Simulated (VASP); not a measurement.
# RbTlI2 (I4/mcm) in VASP: single point with PBE

Aim: the single point of RbTlI2 with PBE.

All numbers are computed with VASP 6.6.1; they aren't measurements. Logs are shortened: lines on timing, memory, paths and dates and some standing lists are left out, and cuts for length are marked.

## Step 1: The cell of the first run

Symmetry: I4/mcm, No. 140, tetragonal system. The conventional cell has a = 8.891 Å, b = 8.891 Å, c = 8.166 Å, α = 90.00°, β = 90.00°, γ = 90.00°. Within 4.0 Å of I (site symmetry m2m) lie 2 Rb at 3.07 Å and 4 Tl at 3.84 Å. Within 5.0 Å of Tl (site symmetry 422) lie 8 I at 3.84 Å and 2 Tl at 4.08 Å and 4 Rb at 4.45 Å. Rb (site symmetry -42m) has 4 I at 3.07 Å and 2 Rb at 4.08 Å within 4.1 Å.

## Step 2: Single point, PBE

POSCAR reads:

```
RbTlI2
1.0
   -4.4452940000      4.4452940000      4.0828480000
    4.4452940000     -4.4452940000      4.0828480000
    4.4452940000      4.4452940000     -4.0828480000
I Tl Rb
4 2 2
Direct
    0.6820000000      0.1820000000      0.8640000000
    0.1820000000      0.3180000000      0.5000000000
    0.3180000000      0.8180000000      0.1360000000
    0.8180000000      0.6820000000      0.5000000000
    0.2500000000      0.2500000000      0.0000000000
    0.7500000000      0.7500000000      0.0000000000
    0.2500000000      0.7500000000      0.5000000000
    0.7500000000      0.2500000000      0.5000000000
```

INCAR.step1 reads:

```
PREC = Accurate
ENCUT = 520
EDIFF = 1E-7
ISMEAR = -1
SIGMA = 0.0136
LREAL = False
LASPH = True
NELM = 100
ALGO = Normal
ISIF = 2
LWAVE = False
LCHARG = True
GGA = PE
NBANDS = 46
```

KPOINTS.step1 reads:

```
regular mesh
0
Gamma
  4 4 4
```

INCAR.step2 reads:

```
PREC = Accurate
ENCUT = 520
EDIFF = 1E-7
ISMEAR = -5
SIGMA = 0.0136
LREAL = False
LASPH = True
NELM = 100
ALGO = Normal
ISIF = 2
LWAVE = False
LCHARG = False
GGA = PE
LORBIT = 11
NEDOS = 2001
ICHARG = 11
```

KPOINTS.step2 reads:

```
regular mesh
0
Gamma
  6 6 6
```

Potentials or basis: VASP PAW PBE potentials, release 64 (I, Tl_d, Rb_sv).

The run is started by

```
$ cat potpaw_PBE.64/I/POTCAR potpaw_PBE.64/Tl_d/POTCAR potpaw_PBE.64/Rb_sv/POTCAR > POTCAR
$ cp INCAR.step1 INCAR
$ cp KPOINTS.step1 KPOINTS
$ mpirun -np 1 vasp_std > vasp.out
$ cp INCAR.step2 INCAR
$ cp KPOINTS.step2 KPOINTS
$ mpirun -np 1 vasp_std > vasp.out
```

OUTCAR:

```text
PREC = Accurate
   ENCUT = 520
   EDIFF = 1E-7
   ISMEAR = -5
   LREAL = False
   LASPH = True
   NELM = 100
   ISIF = 2
   GGA = PE
   LORBIT = 11
   ICHARG = 11

 ion  position               nearest neighbor table
   1  0.682  0.182  0.864-   8 3.07   7 3.07   5 3.84   6 3.84   5 3.84   6 3.84   7 4.49   8 4.49

   2  0.182  0.318  0.500-   7 3.07   8 3.07   6 3.84   5 3.84   5 3.84   6 3.84   7 4.49   8 4.49

   3  0.318  0.818  0.136-   7 3.07   8 3.07   5 3.84   6 3.84   5 3.84   6 3.84   8 4.49   7 4.49

   4  0.818  0.682  0.500-   7 3.07   8 3.07   5 3.84   6 3.84   6 3.84   5 3.84   7 4.49   8 4.49

   5  0.250  0.250  0.000-   3 3.84   1 3.84   2 3.84   2 3.84   4 3.84   4 3.84   3 3.84   1 3.84
                             6 4.08   6 4.08   7 4.45   7 4.45   8 4.45   8 4.45
   6  0.750  0.750  0.000-   3 3.84   1 3.84   4 3.84   4 3.84   2 3.84   2 3.84   1 3.84   3 3.84
                             5 4.08   5 4.08   8 4.45   7 4.45   7 4.45   8 4.45
   7  0.250  0.750  0.500-   3 3.07   1 3.07   2 3.07   4 3.07   8 4.08   8 4.08   5 4.45   5 4.45
                             6 4.45   6 4.45   4 4.49   2 4.49   1 4.49   3 4.49
   8  0.750  0.250  0.500-   1 3.07   3 3.07   2 3.07   4 3.07   7 4.08   7 4.08   5 4.45   6 4.45
                             5 4.45   6 4.45   4 4.49   2 4.49   3 4.49   1 4.49

  LATTYP: Found a body centered tetragonal cell.
 ALAT       =     8.8905880000
 C/A-ratio  =     0.9184652354

  Lattice vectors:

 A1 = (  -4.4452940000,   4.4452940000,   4.0828480000)
 A2 = (   4.4452940000,  -4.4452940000,   4.0828480000)
 A3 = (   4.4452940000,   4.4452940000,  -4.0828480000)

Analysis of symmetry for initial positions (statically):
=====================================================================
 Subroutine PRICEL returns:
 Original cell was already a primitive cell.

 Routine SETGRP: Setting up the symmetry group for a
 body centered tetragonal supercell.

 Subroutine GETGRP returns: Found 16 space group operations
 (whereof  8 operations were pure point group operations)
 out of a pool of 16 trial point group operations.

The static configuration has the point symmetry C_4h.
 The point group associated with its full space group is D_4h.

Analysis of symmetry for dynamics (positions and initial velocities):
=====================================================================
 Subroutine PRICEL returns:
 Original cell was already a primitive cell.

 Routine SETGRP: Setting up the symmetry group for a
 body centered tetragonal supercell.

[... 132 lines left out ...]
   EMIN   =  10.00;   EMAX   =-10.00  energy-range for DOS
   EFERMI =   0.00;   METHOD = LEGACY
   ISMEAR =    -5;   SIGMA  =   0.01  broadening in eV -4-tet -1-fermi 0-gaus
   EFERMI_NEDOS =   21; number of points for ismear=-14 and -15
   IALGO  =     38    algorithm
   IMIX   =      4    mixing-type and parameters
     AMIX     =   0.40;   BMIX     =  1.00
     AMIX_MAG =   1.60;   BMIX_MAG =  1.00
  volume/ion in A,a.u.               =      40.34       272.23
  Fermi-wavevector in a.u.,A,eV,Ry     =   0.992912  1.876332 13.413644  0.985875
  Thomas-Fermi vector in A             =   2.124757
   LORBIT       =     11    0 simple, 1 ext, 2 COOP (PROOUT), +10 PAW based schemes
   GGA     = PE    functional components
   LHFCALC =     F    Hartree Fock is set to
   AEXX    =    0.0000 exact exchange contribution
   IVDW    =     0    specifies the selected vdW correction
   LEPSILON=     F    determine dielectric tensor
   LRPA    =     F    only Hartree local field effects (RPA)
 non-spin polarized calculation
 Fermi weights with tetrahedron method with Bloechl corrections
  energy-cutoff  :      520.00
  volume of cell :      322.72
 maximum number of plane-waves:      8727

 number of electron      72.0000007 magnetization

 Free energy of the ion-electron system (eV)
  ---------------------------------------------------
  ext. energy  EPLUGINS =         0.00000000
  ---------------------------------------------------
  free energy    TOTEN  =       -18.18966323 eV

  energy without entropy =      -18.18966323  energy(sigma->0) =      -18.18966323

 E-fermi :   1.5151     XC(G=0):  -8.0743

 val. band max:        1.5036102306   @ k =   0.3333   0.3333   0.1667
 cond. band min:       3.4974924841   @ k =   0.5000   0.5000   0.5000
 fundamental gap:      1.9938822534
 Fermi energy:         1.5150850162

 k-point     1 :       0.0000    0.0000    0.0000
  band No.  band energies     occupation
      1     -23.3635      2.00000
      2     -23.3303      2.00000
      3      -9.7614      2.00000
      4      -9.5376      2.00000
      5      -9.5376      2.00000
      6      -9.4629      2.00000
[... 1093 lines left out ...]
     42       6.1168      0.00000
     43       7.4590      0.00000

 [... further k-points ...]
[... 5 lines left out ...]
  --------------------------------------------------------------------------------------
  -------------------------------------------------------------------------------------
  Total        7.3581177      7.3581177     14.9877071      0.0000000     -0.0000000      0.0000000
  in kB       36.5302910     36.5302910     74.4083367      0.0000000     -0.0000000      0.0000000
  external PRESSURE =      49.1563063 kB  Pullay stress =       0.0000000 kB

 VOLUME and BASIS-vectors are now :
 -----------------------------------------------------------------------------
  energy-cutoff  :      520.00
  volume of cell :      322.72
      direct lattice vectors                 reciprocal lattice vectors
    -4.445294000  4.445294000  4.082848000     0.000000000  0.112478500  0.122463535
     4.445294000 -4.445294000  4.082848000     0.112478500  0.000000000  0.122463535
     4.445294000  4.445294000 -4.082848000     0.112478500  0.112478500  0.000000000

 POSITION                                       TOTAL-FORCE (eV/Angst)
 -----------------------------------------------------------------------------------
      1.61809      6.06338      0.00000         1.462567      1.462567      0.000000
      2.82721      1.61809      0.00000        -1.462567      1.462567     -0.000000
      2.82721     -1.61809      4.08285        -1.462567     -1.462567     -0.000000
      1.61809      2.82721      4.08285         1.462567     -1.462567      0.000000
      0.00000      0.00000      2.04142         0.000000     -0.000000      0.000000
      0.00000      0.00000      6.12427         0.000000     -0.000000      0.000000
      4.44529      0.00000      2.04142         0.000000     -0.000000      0.000000
      0.00000      4.44529      2.04142         0.000000     -0.000000      0.000000
 -----------------------------------------------------------------------------------
    total drift:                               -0.000000     -0.000000      0.000000

  FREE ENERGIE OF THE ION-ELECTRON SYSTEM (eV)
  ---------------------------------------------------
  free  energy   TOTEN  =       -18.1896632341 eV

  energy  without entropy=      -18.1896632341  energy(sigma->0) =      -18.18966323

 total charge

# of ion       s       p       d       tot
------------------------------------------
    1        1.505   2.853   0.006   4.364
    2        1.505   2.853   0.006   4.364
    3        1.505   2.853   0.006   4.364
    4        1.505   2.853   0.006   4.364
    5        1.302   0.114   9.663  11.078
    6        1.302   0.114   9.663  11.078
    7        1.959   5.350   0.072   7.381
    8        1.959   5.350   0.072   7.381
--------------------------------------------------
tot         12.543  22.341  19.491  54.374
```

It took 11 min on 1 thread of Intel Xeon Platinum 8488C (Sapphire Rapids), shared host; peak memory 0.63 GiB.

What came out:

```yaml
Valence_electrons_inside_the_program's_atomic_spheres: I 4.36; Tl 11.08; Rb 7.38
```

Caveat: spin-orbit coupling is left out, which moves the levels of the heavy elements.
